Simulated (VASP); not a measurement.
## Mg: relaxation of cell and atoms with LDA

The system is Mg.

```
Mg
1.0
     3.13577    0.00000    0.00000
    -1.56788    2.71566    0.00000
     0.00000    0.00000    5.08108
Mg
2
Direct
  0.33333 0.66667 0.25000
  0.66667 0.33333 0.75000
```

```json
{"Program": "VASP 6.6.1", "Task": "relaxation of cell and atoms", "Functional": "LDA", "Potentials or basis": "VASP PAW LDA potentials, release 64 (Mg)", "Cutoff": "600 eV", "k mesh": "18 × 18 × 10", "Occupations": "fermi-dirac, width 0.1 eV", "Spin": "no spin polarisation", "Target pressure": "10 GPa", "Dipole correction": "no", "Further INCAR settings": "ALGO = Normal; EDIFF = 1e-06; IBRION = 2; EDIFFG = -0.002; NSW = 100; ISIF = 3"}
```

- Relaxed volume: 18.05 Å³/atom
- Relaxed cell: a = 2.954 Å, b = 2.954 Å, c = 4.776 Å, α = 90.00°, β = 90.00°, γ = 120.00°
- Space group after relaxing (to 0.1 Å): P6_3/mmc (No. 194)
- Energy change on relaxing (the run minimises the enthalpy): +91.9 meV/atom
- Ionic steps: 9
- Pressure after relaxing: 10.0 GPa
- Band gap on the k mesh: zero (bands 2 and 3 overlap by 2.22 eV)

Step by step:
```tsv
step	energy change (eV)	largest force (eV/Å)	pressure (GPa)	volume (Å³)
1	0.0000	0.0000	-0.33	43.27
2	0.2522	0.0000	12.26	35.11
3	0.1854	0.0000	10.06	36.07
4	0.1770	0.0000	9.76	36.20
5	0.1772	0.0000	9.77	36.20
6	0.1774	0.0000	9.78	36.20
7	0.1788	0.0000	9.83	36.17
8	0.1829	0.0000	9.97	36.11
9	0.1839	0.0000	10.00	36.09
```

Final structure:
```yaml
crystal:
  lattice:
    - [2.95402, 0.00000, 0.00000]
    - [-1.47701, 2.55826, 0.00000]
    - [0.00000, 0.00000, 4.77581]
  atoms:
    - { symbol: Mg, position: [0.33333, 0.66667, 0.25000] }
    - { symbol: Mg, position: [0.66667, 0.33333, 0.75000] }
```

Levels at points of the mesh, in eV from the Fermi level:
```csv
k point,band 1,band 2,band 3,band 4,band 5
"(0.00, 0.00, 0.00)",-8.01,-2.02,-1.22,12.29,12.29
"(0.50, 0.00, 0.00)",-2.56,-2.37,3.06,3.15,4.02
"(0.00, 0.00, 0.50)",-6.38,-6.38,5.84,5.84,13.06
"(0.50, 0.00, 0.50)",-1.35,-1.35,-0.41,-0.41,8.86
```

Run time: 120 s on 1 thread of Intel(R) Xeon(R) Platinum 8488C (Sapphire Rapids), with other jobs on the host, peak memory 0.22 GiB.

Caveat: the cell is relaxed towards a set pressure, so the run minimises the enthalpy, not the energy; the volume moved by over 15 % at a fixed basis, so the end points are rough. Zero-point motion and thermal expansion aren't in these numbers.
